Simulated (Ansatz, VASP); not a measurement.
# BN: VASP beside Ansatz

Contents of POSCAR:

```
BN
1.0
    0.0000000000      1.8891281679      1.8891281679
    1.8891281679      0.0000000000      1.8891281679
    1.8891281679      1.8891281679      0.0000000000
B N
1 1
Direct
    0.0000000000      0.0000000000      0.0000000000
    0.5000000000      0.5000000000      0.5000000000
```

INCAR.step1

```
PREC = Accurate
ENCUT = 520
ISMEAR = 0
SIGMA = 0.1
LREAL = F
LASPH = T
NELM = 100
NBANDS = 11
GGA = PE
ALGO = Normal
EDIFF = 1E-4
LWAVE = T
LCHARG = F
```

The input INCAR.step2:

```
PREC = Accurate
ENCUT = 520
EDIFF = 1E-6
ISMEAR = 0
SIGMA = 0.1
LREAL = F
LASPH = T
NELM = 100
ALGO = Normal
ISIF = 2
LWAVE = F
LCHARG = F
METAGGA = R2SCAN
LMIXTAU = T
NBANDS = 11
ISTART = 1
```

File KPOINTS:

```
regular mesh
0
Gamma
  20 20 20
```

Input for Ansatz:

```yaml
crystal:
  lattice:
    - [0.0, 1.8891281679, 1.8891281679]
    - [1.8891281679, 0.0, 1.8891281679]
    - [1.8891281679, 1.8891281679, 0.0]
  atoms:
    - { symbol: B, position: [0.0, 0.0, 0.0] }
    - { symbol: "N", position: [0.5, 0.5, 0.5] }
basis:
  ecutwfc: 500
kpoints:
  mp_grid: { grid: [20, 20, 20] }
hamiltonian:
  xc: r2scan
scf:
  occupations: { method: gaussian, width: 0.1 }
output:
  forces: true
  stress: true
  eigenvalues: true
  write_density: true
  write_potential: true
  elf: true
  volumetric_format: npy
```

Alike in both runs: task single point; functional r2SCAN; k mesh 20 × 20 × 20; occupations gaussian, width 0.1 eV; no spin polarisation.

|  | VASP | Ansatz |
| --- | --- | --- |
| version | VASP 6.6.1 | Ansatz 0.2.0 |
| potentials or method | VASP PAW PBE potentials, release 64 (B, N), cutoff 520 eV | scalar-relativistic, plane waves, PAW |
| valence electrons in the cell | 8 | 8 |

Ansatz gave:

* gap on the k mesh at the Fermi level (eV): none
* pressure (GPa): -58.2

Task: What did VASP give for the same quantities?

Result: gap on the k mesh at the Fermi level (eV): none; pressure (GPa): -58.3.

VASP's potentials were made for PBE, not for r2SCAN. A gap of «none» marks a metal or a gap that the smearing closes. Both programs put the cell under strong tension, so it lies far from rest at this level. With one functional, cell and mesh, what is left measures potentials, basis and numerics.

Noted on VASP's run: the cell as given lies far from equilibrium.
